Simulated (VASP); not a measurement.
Wanted: the native input for a VASP 6.6.1 run.

| Property | Result |
| --- | --- |
| Task | single point |
| Functional | PBEsol |
| Potentials or basis | VASP PAW PBE potentials, release 64 (Ag) |
| Cutoff | 520 eV |
| k mesh | 26 × 26 × 26 |
| Occupations | gaussian, width 0.15 eV |
| Spin | no spin polarisation |
| Dipole correction | no |
| Further INCAR settings | ALGO = Fast; EDIFF = 1e-06; NBANDS = 12 |

The structure of Ag lies in POSCAR:

```
Ag
1.0
   -1.6125573276      1.4916155280      1.6125573276
    1.6125573276     -1.4916155280      1.6125573276
    1.6125573276      1.4916155280     -1.6125573276
Ag
1
Direct
    0.0000000000      0.0000000000      0.0000000000
```

This cell differs from its parent crystal: strain -0.0750 x Voigt [0, 1, 0, 0, 0, 0].

One way to write it, as run:

INCAR

```
PREC = Accurate
ENCUT = 520
EDIFF = 1E-6
ISMEAR = 0
SIGMA = 0.15
LREAL = F
LASPH = T
NELM = 100
ALGO = Fast
ISIF = 2
LWAVE = F
LCHARG = F
GGA = PS
NBANDS = 12
```

KPOINTS

```
Automatic mesh
0
Gamma
  26 26 26
```

Potentials or basis: VASP PAW PBE potentials, release 64 (Ag).

Command:

```bash
$ cat potpaw_PBE.64/Ag/POTCAR > POTCAR
$ mpirun -np 1 vasp_std > vasp.out
```

Results of the run:

| Quantity | Value |
| --- | --- |
| Pressure | 11.1 GPa |

Caveat: the cell differs from its parent crystal (strain -0.0750 x Voigt [0, 1, 0, 0, 0, 0]); the PAW data sets were made with another functional, which shifts forces and pressure a little.

Run time: 100 s on 1 thread of Intel(R) Xeon(R) Platinum 8375C CPU @ 2.90GHz (Ice Lake) (shared host), peak memory 0.33 GiB.
